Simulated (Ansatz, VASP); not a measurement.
One calculation of CO2, two programs

```xyz
12
Lattice="5.6200 0.0000 0.0000 0.0000 5.6200 0.0000 0.0000 0.0000 5.6200" Properties=species:S:1:pos:R:3 pbc="T T T"
C     0.0000    0.0000    0.0000
C     2.8100    0.0000    2.8100
C     2.8100    2.8100    0.0000
C     0.0000    2.8100    2.8100
O     0.6745    0.6745    0.6745
O     2.1355    4.9455    3.4845
O     3.4845    2.1355    4.9455
O     4.9455    3.4845    2.1355
O     4.9455    4.9455    4.9455
O     3.4845    0.6745    2.1355
O     2.1355    3.4845    0.6745
O     0.6745    2.1355    3.4845
```

Alike in both runs: functional PBE; k mesh 5 × 5 × 5; occupations fermi-dirac, width 0.01 eV; no spin polarisation.

Ansatz relaxed the structure, and its values are those at the end. VASP's run is a single point on that final structure, the one shown.

|  | VASP | Ansatz |
| --- | --- | --- |
| version | VASP 6.6.1 | Ansatz 0.2.0 |
| potentials or method | VASP PAW PBE potentials, release 64 (C_h, O_h) | plane-wave PAW, scalar-relativistic |
| plane-wave cutoff (eV) | 1340 | 420 |
| valence electrons in the cell | 64 | 64 |

```tsv
	VASP	Ansatz	Ansatz less VASP
gap on the k mesh at the Fermi level (eV)	6.79	6.79	-0.003
pressure (GPa)	1.1	1.4	+0.26
rms of the force components (eV/Å)	0.009	0.009	-0.0001
```

Ansatz's warnings: stress scf threshold loose.
